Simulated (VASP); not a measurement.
Runs of VASP 6.6.1 on NaLa. The structure is that of space group P-6m2 (No. 187), or close to it. The cells are those of the table. 

```tsv
cell	gap on the mesh (eV)	pressure (GPa)
a = 3.606, b = 3.606, c = 6.484 Å, angles 90.0, 90.0, 120.0°, 2 atoms	none	(b)
a = 3.558, b = 3.558, c = 6.396 Å, angles 90.0, 90.0, 120.0°, 2 atoms	none	0.6
a = 3.654, b = 3.654, c = 6.569 Å, angles 90.0, 90.0, 120.0°, 2 atoms	none	-0.8
a = 3.677, b = 3.677, c = 6.611 Å, angles 90.0, 90.0, 120.0°, 2 atoms	none	-1.1
a = 3.582, b = 3.582, c = 6.440 Å, angles 90.0, 90.0, 120.0°, 2 atoms	none	0.2
a = 3.630, b = 3.630, c = 6.527 Å, angles 90.0, 90.0, 120.0°, 2 atoms	none	(a)
a = 3.533, b = 3.533, c = 6.351 Å, angles 90.0, 90.0, 120.0°, 2 atoms	none	1.0
```

Alike in all rows: task single point; level PBE; potentials or basis VASP PAW PBE potentials, release 64 (Na_pv, La); no spin polarisation; k mesh 7 × 7 × 4; cutoff (eV) 520; smearing fermi-dirac 0.1 eV.

Estimate the missing entries.

(a) -0.5; (b) -0.2.

Caveats: spin-orbit coupling is left out, which moves the levels of the heavy elements.

A k mesh can miss the band edges, and the runs leave out spin-orbit coupling on La.

A gap of «none» marks levels without a gap at the run's occupations.
